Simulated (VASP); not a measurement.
# TaN (P-6m2) in VASP: a series of runs

Aim: see how the results for TaN move with the level of theory and the settings. Levels: HSE06, PBE-based screened hybrid with 40 % exact exchange, LDA+U, PBEsol-based screened hybrid with 25 % exact exchange. Tasks: single point.

Everything below comes from runs of VASP 6.6.1. Logs are shortened: lines on timing, memory, paths and dates and some standing lists are left out, and cuts for length are marked.

## Step 1: The cell of the first run

The structure is hexagonal, space group P-6m2 (No. 187). The conventional cell has a = 2.918 Å, b = 2.918 Å, c = 2.864 Å, α = 90.00°, β = 90.00°, γ = 120.00°. Ta (site symmetry -6m2) has 6 N at 2.21 Å and 8 Ta at 2.86 to 2.92 Å within 3.0 Å. Within 3.0 Å of N (site symmetry -6m2) lie 6 Ta at 2.21 Å and 8 N at 2.86 to 2.92 Å.

## Step 2: Single point, HSE06

File POSCAR:

```
TaN
1.0
    2.9182812851      0.0000000000      0.0000000000
   -1.4591406425      2.5273057282      0.0000000000
    0.0000000000      0.0000000000      2.8636504237
Ta N
1 1
Direct
    0.0000000000      0.0000000000      0.5000000000
    0.6666666667      0.3333333333      0.0000000000
```

File INCAR.step1:

```
SYSTEM = TaN
PREC = Accurate
ENCUT = 520
EDIFF = 1E-5
ISMEAR = -1
SIGMA = 0.05
LREAL = .False.
LASPH = .True.
NELM = 100
ALGO = Normal
ISIF = 2
LWAVE = .True.
GGA = PE
NBANDS = 15
```

File INCAR.step2:

```
SYSTEM = TaN
PREC = Accurate
ENCUT = 520
EDIFF = 1E-6
ISMEAR = -1
SIGMA = 0.05
LREAL = .False.
LASPH = .True.
NELM = 100
ALGO = Normal
ISIF = 2
LWAVE = .False.
LCHARG = .True.
GGA = PE
LHFCALC = .True.
HFSCREEN = 0.2079
PRECFOCK = Normal
LELF = .True.
LVHAR = .True.
ISTART = 1
NBANDS = 15
```

File KPOINTS:

```
Automatic mesh
0
Gamma
  6 6 6
  0 0 0
```

Potentials or basis: VASP PAW PBE potentials, release 64 (Ta_pv, N).

Run with:

```bash
$ cat potpaw_PBE.64/Ta_pv/POTCAR potpaw_PBE.64/N/POTCAR > POTCAR
$ cp INCAR.step1 INCAR
$ mpirun -np 1 vasp_std > vasp.out
$ cp INCAR.step2 INCAR
$ mpirun -np 1 vasp_std > vasp.out
```

OUTCAR:

```text
SYSTEM = TaN
   PREC = Accurate
   ENCUT = 520
   EDIFF = 1E-6
   ISMEAR = -1
   LREAL = .False.
   LASPH = .True.
   NELM = 100
   ISIF = 2
   GGA = PE
   LHFCALC = .True.
   HFSCREEN = 0.2079
   PRECFOCK = Normal
   ISTART = 1

 ion  position               nearest neighbor table
   1  0.000  0.000  0.500-   2 2.21   2 2.21   2 2.21   2 2.21   2 2.21   2 2.21
   2  0.667  0.333  0.000-   1 2.21   1 2.21   1 2.21   1 2.21   1 2.21   1 2.21

  LATTYP: Found a hexagonal cell.
 ALAT       =     2.9182812851
 C/A-ratio  =     0.9812797822

  Lattice vectors:

 A1 = (   2.9182812851,   0.0000000000,   0.0000000000)
 A2 = (  -1.4591406425,   2.5273057282,   0.0000000000)
 A3 = (   0.0000000000,   0.0000000000,   2.8636504237)

Analysis of symmetry for initial positions (statically):
=====================================================================
 Subroutine PRICEL returns:
 Original cell was already a primitive cell.

 Routine SETGRP: Setting up the symmetry group for a
 hexagonal supercell.

 Subroutine GETGRP returns: Found 12 space group operations
 (whereof 12 operations were pure point group operations)
 out of a pool of 24 trial point group operations.

The static configuration has the point symmetry D_3h.

Analysis of symmetry for dynamics (positions and initial velocities):
=====================================================================
 Subroutine PRICEL returns:
 Original cell was already a primitive cell.

 Routine SETGRP: Setting up the symmetry group for a
 hexagonal supercell.

 Subroutine GETGRP returns: Found 12 space group operations
 (whereof 12 operations were pure point group operations)
 out of a pool of 24 trial point group operations.

The dynamic configuration has the point symmetry D_3h.

 Subroutine INISYM returns: Found 12 space group operations
 (whereof 12 operations are pure point group operations),
 and found     1 'primitive' translations

----------------------------------------------------------------------------------------

                                     Primitive cell

  volume of cell :      21.1205

  direct lattice vectors                    reciprocal lattice vectors
     2.918281285  0.000000000  0.000000000     0.342667448  0.197839143  0.000000000
    -1.459140642  2.527305728  0.000000000     0.000000000  0.395678287  0.000000000
     0.000000000  0.000000000  2.863650424     0.000000000  0.000000000  0.349204635

  length of vectors
     2.918281285  2.918281285  2.863650424     0.395678286  0.395678287  0.349204635

  position of ions in fractional coordinates (direct lattice)
     0.000000000  0.000000000  0.500000000
     0.666666667  0.333333333  0.000000000

  ion indices of the primitive-cell ions
   primitive index   ion index
                 1           1
                 2           2

----------------------------------------------------------------------------------------

 KPOINTS: Automatic mesh

Automatic generation of k-mesh.
 Grid dimensions read from file:
 generate k-points for:    6    6    6

 Generating k-lattice:

  Cartesian coordinates                     Fractional coordinates (reciprocal lattice)
     0.057111241  0.032973191  0.000000000     0.166666667  0.000000000  0.000000000
     0.000000000  0.065946381  0.000000000     0.000000000  0.166666667  0.000000000
     0.000000000  0.000000000  0.058200772     0.000000000  0.000000000  0.166666667

  Length of vectors
     0.065946381  0.065946381  0.058200772

  Shift w.r.t. Gamma in fractional coordinates (k-lattice)
     0.000000000  0.000000000  0.000000000

 Subroutine IBZKPT returns following result:
 ===========================================

 Found     28 irreducible k-points:

 Following reciprocal coordinates:
            Coordinates               Weight
  0.000000  0.000000  0.000000      1.000000
  0.166667 -0.000000  0.000000      6.000000
  0.333333  0.000000  0.000000      6.000000
  0.500000  0.000000  0.000000      3.000000
  0.166667  0.166667  0.000000      6.000000
  0.333333  0.166667  0.000000     12.000000
[... 16 lines left out ...]
  0.166667 -0.000000  0.500000      6.000000
  0.333333  0.000000  0.500000      6.000000
 [... further k-points ...]
   k-points           NKPTS =     28   k-points in BZ     NKDIM =    216   number of bands    NBANDS=     15
   number of dos      NEDOS =    301   number of ions     NIONS =      2
   total plane-waves  NPLWV =  13824
   dimension x,y,z NGX =    24 NGY =   24 NGZ =   24
   dimension x,y,z NGXF=    48 NGYF=   48 NGZF=   48
   ions per type =               1   1
   NGX,Y,Z   is equivalent  to a cutoff of  13.67, 13.67, 13.93 a.u.
   NGXF,Y,Z  is equivalent  to a cutoff of  27.34, 27.34, 27.87 a.u.
 SYSTEM =  TaN
   PREC   = accura    normal or accurate (medium, high low for compatibility)
   ISTART =      1    job   : 0-new  1-cont  2-samecut
   ICHARG =      0    charge: 1-file 2-atom 10-const
   ISPIN  =      1    spin polarized calculation?
   LNONCOLLINEAR =      F non collinear calculations
   LSORBIT =      F    spin-orbit coupling
   LASPH  =      T    aspherical Exc in radial PAW
   ENCUT  =  520.0 eV  38.22 Ry    6.18 a.u.   5.43  5.43  5.32*2*pi/ulx,y,z
   NELM   =    100;   NELMIN=  2; NELMDL=  0     # of ELM steps
   EDIFF  = 0.1E-05   stopping-criterion for ELM
   LREAL  =      F    real-space projection
   EDIFFG = 0.1E-04   stopping-criterion for IOM
   NSW    =      0    number of steps for IOM
   IBRION =     -1    ionic relax: 0-MD 1-quasi-New 2-CG
   NFREE  =      0    steps in history (QN), initial steepest desc. (CG)
   ISIF   =      2    stress and relaxation
   ISYM   =      3    0-nonsym 1-usesym 2-fastsym
   POTIM  = 0.5000    time-step for ionic-motion
   TEBEG  =    0.0;   TEEND  =   0.0 temperature during run
   PSTRESS=    0.0 pullay stress
   NELECT =      16.0000    total number of electrons
   NUPDOWN=      -1.0000    fix difference up-down
   EMIN   =  10.00;   EMAX   =-10.00  energy-range for DOS
   EFERMI =   0.00;   METHOD = LEGACY
   ISMEAR =    -1;   SIGMA  =   0.05  broadening in eV -4-tet -1-fermi 0-gaus
   EFERMI_NEDOS =   21; number of points for ismear=-14 and -15
   IALGO  =     38    algorithm
   IMIX   =      1    mixing-type and parameters
     AMIX     =   0.40;   BMIX     =  1.00
     AMIX_MAG =   1.60;   BMIX_MAG =  1.00
  volume/ion in A,a.u.               =      10.56        71.26
  Fermi-wavevector in a.u.,A,eV,Ry     =   1.492381  2.820192 30.302929  2.227202
  Thomas-Fermi vector in A             =   2.604917
   LORBIT       =      0    0 simple, 1 ext, 2 COOP (PROOUT), +10 PAW based schemes
   GGA     = PE    functional components
   LHFCALC =     T    Hartree Fock is set to
   PRECFOCK=normal    Normal, Fast or Accurate (Low or Medium for compatibility)
   ENCUT4O =  -1.0   cutoff for four orbital integrals eV
   NKREDX  =     1    reduce k-point grid by
   NKREDY  =     1    reduce k-point grid by
   NKREDZ  =     1    reduce k-point grid by
   AEXX    =    0.2500 exact exchange contribution
   HFSCREEN=    0.2079 screening length (either q_TF or 0.3 A-1)
   HFSCREENC=   0.2079 screening length for correlation (either q_TF or 0.3 A-1)
   ENCUTFOCK=  -1.0 apply spherical cutoff to Coloumb kernel
   IVDW    =     0    specifies the selected vdW correction
   LEPSILON=     F    determine dielectric tensor
   LRPA    =     F    only Hartree local field effects (RPA)
 non-spin polarized calculation
  energy-cutoff  :      520.00
  volume of cell :       21.12
 maximum number of plane-waves:       587
 NGX is ok and might be reduce to    24
  NGX = 18; NGY = 18; NGZ = 16

 number of electron      16.0000000 magnetization

 Free energy of the ion-electron system (eV)
  ---------------------------------------------------
  ext. energy  EPLUGINS =         0.00000000
  ---------------------------------------------------
  free energy    TOTEN  =       -26.37215345 eV

  energy without entropy =      -26.37110513  energy(sigma->0) =      -26.37162929

 E-fermi :   8.7884     XC(G=0): -10.9763

 val. band max:        8.4193065066   @ k =   0.0000   0.0000   0.5000
 cond. band min:       8.8432281180   @ k =   0.0000   0.0000   0.3333
 fundamental gap:      0.4239216114
 Fermi energy:         8.7883991678

 k-point     1 :       0.0000    0.0000    0.0000
  band No.  band energies     occupation
      1     -28.9710      2.00000
      2     -28.6719      2.00000
      3     -28.6719      2.00000
      4     -11.8331      2.00000
      5       2.8954      2.00000
      6       2.8954      2.00000
      7       3.3848      2.00000
      8       4.7330      2.00000
      9      11.3022      0.00000
     10      12.7158      0.00000
     11      12.7158      0.00000
     12      13.2735      0.00000
     13      13.2735      0.00000
     14      22.5850      0.00000
     15      23.7081      0.00000

 k-point     2 :       0.1667   -0.0000    0.0000
  band No.  band energies     occupation
      1     -29.0110      2.00000
      2     -28.9259      2.00000
      3     -28.7434      2.00000
      4     -11.2217      2.00000
      5       1.4288      2.00000
      6       3.3369      2.00000
      7       3.9584      2.00000
      8       4.1165      2.00000
      9      11.5565      0.00000
     10      12.8396      0.00000
     11      12.9670      0.00000
     12      13.2577      0.00000
     13      13.9445      0.00000
     14      22.5430      0.00000
     15      23.7058      0.00000

 k-point     3 :       0.3333    0.0000    0.0000
  band No.  band energies     occupation
      1     -29.6366      2.00000
      2     -28.8837      2.00000
      3     -28.8352      2.00000
      4      -9.9510      2.00000
      5      -0.5135      2.00000
      6       2.7346      2.00000
      7       4.1122      2.00000
      8       4.6614      2.00000
      9      11.4604      0.00000
     10      12.4090      0.00000
     11      13.6684      0.00000
     12      14.5470      0.00000
     13      15.7445      0.00000
     14      23.1353      0.00000
     15      23.7064      0.00000
[... 343 lines left out ...]
 k-point    23 :       0.1667   -0.0000    0.5000
  band No.  band energies     occupation
      1     -30.0010      2.00000
      2     -28.8788      2.00000
      3     -28.6406      2.00000
      4      -9.0362      2.00000
      5      -1.6060      2.00000
      6       3.1090      2.00000
      7       3.1457      2.00000
      8       6.8294      2.00000
      9       9.5297      0.00000
     10      12.1565      0.00000
     11      12.7309      0.00000
     12      13.6410      0.00000
     13      19.5756      0.00000
     14      19.7091      0.00000
     15      23.7043      0.00000

 k-point    24 :       0.3333    0.0000    0.5000
  band No.  band energies     occupation
      1     -29.8373      2.00000
      2     -29.4470      2.00000
      3     -28.7642      2.00000
      4      -9.4491      2.00000
      5      -0.3770      2.00000
      6       1.7201      2.00000
      7       2.0769      2.00000
      8       6.5320      2.00000
      9      12.3760      0.00000
     10      12.7758      0.00000
     11      14.4062      0.00000
     12      15.7664      0.00000
     13      20.6137      0.00000
     14      22.1125      0.00000
     15      23.7039      0.00000

 [... further k-points ...]
[... 5 lines left out ...]
  --------------------------------------------------------------------------------------
  -------------------------------------------------------------------------------------
  Total        0.4096026      0.4096026      0.5118929      0.0000000      0.0000000     -0.0000000
  in kB       31.0719394     31.0719394     38.8315547      0.0000000      0.0000000     -0.0000000
  external PRESSURE =      33.6584778 kB  Pullay stress =       0.0000000 kB

 VOLUME and BASIS-vectors are now :
 -----------------------------------------------------------------------------
  energy-cutoff  :      520.00
  volume of cell :       21.12
      direct lattice vectors                 reciprocal lattice vectors
     2.918281285  0.000000000  0.000000000     0.342667448  0.197839143  0.000000000
    -1.459140642  2.527305728  0.000000000     0.000000000  0.395678287  0.000000000
     0.000000000  0.000000000  2.863650424     0.000000000  0.000000000  0.349204635

 POSITION                                       TOTAL-FORCE (eV/Angst)
 -----------------------------------------------------------------------------------
      0.00000      0.00000      1.43183         0.000000     -0.000000      0.000000
      1.45914      0.84244      0.00000        -0.000000      0.000000      0.000000
 -----------------------------------------------------------------------------------
    total drift:                                0.000001     -0.000002     -0.000000

  FREE ENERGIE OF THE ION-ELECTRON SYSTEM (eV)
  ---------------------------------------------------
  free  energy   TOTEN  =       -26.3721534464 eV

  energy  without entropy=      -26.3711051294  energy(sigma->0) =      -26.37162929
```

It took 39 min on 1 thread of Intel Xeon 8259CL, shared host; peak memory 0.26 GiB.

Results:

```yaml
Free_energy: -26.3722 eV
Pressure: 3.4 GPa
Band_gap_on_the_k_mesh: zero (bands 8 and 9 overlap by 0.42 eV)
```

Stress tensor (GPa, compression positive):
```
3.11 0.00 0.00
0.00 3.11 0.00
0.00 0.00 3.88
```

Caveat: the k points lie up to 0.41 Å⁻¹ apart; the PAW data sets were made with another functional, which shifts forces and pressure a little; spin-orbit coupling is left out, which moves the levels of the heavy elements.

(Part 1 of 2 ends here.)

The gap in the log of VASP goes by the Fermi energy; the results here count the filled bands.